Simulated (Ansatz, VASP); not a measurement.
**One calculation of CaBeCdP2, two programs**

The input INCAR:

```
PREC = Accurate ; ENCUT = 520
EDIFF = 1E-7 ; ISMEAR = 0
SIGMA = 0.1 ; LREAL = False
LASPH = True ; NELM = 100
ALGO = Normal ; ISIF = 2
LWAVE = False ; LCHARG = False
GGA = PE ; NBANDS = 25
```

Contents of KPOINTS:

```
regular mesh
0
Gamma
  4 4 4
```

Contents of POSCAR:

```
CaBeCdP2
1.0
    4.6658345100      0.0000000000      0.0000000000
    0.0000000000      4.6658345100      0.0000000000
    0.0000000000      0.0000000000      4.5042113300
Ca Be Cd P
1 1 1 2
Direct
    0.0000000000      0.0000000000      0.0000000000
    0.5000000000      0.5000000000      0.5000000000
    0.5000000000      0.5000000000      0.0000000000
    0.5000000000      0.0000000000      0.5000000000
    0.0000000000      0.5000000000      0.5000000000
```

Input for Ansatz:

```yaml
crystal:
  lattice:
    - [4.66583451, 0.0, 0.0]
    - [0.0, 4.66583451, 0.0]
    - [0.0, 0.0, 4.50421133]
  atoms:
    - { symbol: Ca, position: [0.0, 0.0, 0.0] }
    - { symbol: Be, position: [0.5, 0.5, 0.5] }
    - { symbol: Cd, position: [0.5, 0.5, 0.0] }
    - { symbol: P, position: [0.5, 0.0, 0.5] }
    - { symbol: P, position: [0.0, 0.5, 0.5] }
basis:
  ecutwfc: 420
kpoints:
  mp_grid: { grid: [4, 4, 4] }
hamiltonian:
  xc: pbe
scf:
  occupations: { method: gaussian, width: 0.1 }
  lower_state_search: "off"
output:
  forces: true
  stress: true
  eigenvalues: true
```

Change from the starting cell: species swapped into the ErBPd2Rh type (P4/mmm, No. 123).

Alike in both runs: task single point; functional PBE; k mesh 4 × 4 × 4; occupations gaussian, width 0.1 eV; no spin polarisation.

|  | VASP | Ansatz |
| --- | --- | --- |
| version | VASP 6.6.1 | Ansatz 0.2.0 |
| potentials or method | VASP PAW PBE potentials, release 64 (Ca_sv, Be, Cd, P), cutoff 520 eV | scalar-relativistic, plane waves, PAW |
| valence electrons in the cell | 34 | 42 |

VASP gave:

| Quantity | Value |
| --- | --- |
| gap on the k mesh at the Fermi level (eV) | none |
| pressure (GPa) | -0.9 |
| traceless stress, the component that is largest in VASP (GPa) | 3.50 |

Problem. Estimate Ansatz's values.

Solution. gap on the k mesh at the Fermi level (eV): none; pressure (GPa): -1.1; traceless stress, the component that is largest in VASP (GPa): 3.37.

A gap of «none» marks a metal or a gap that the smearing closes. VASP's potentials hold 34 valence electrons a cell and Ansatz's 42, so a difference there can come from the potentials and not from the codes.
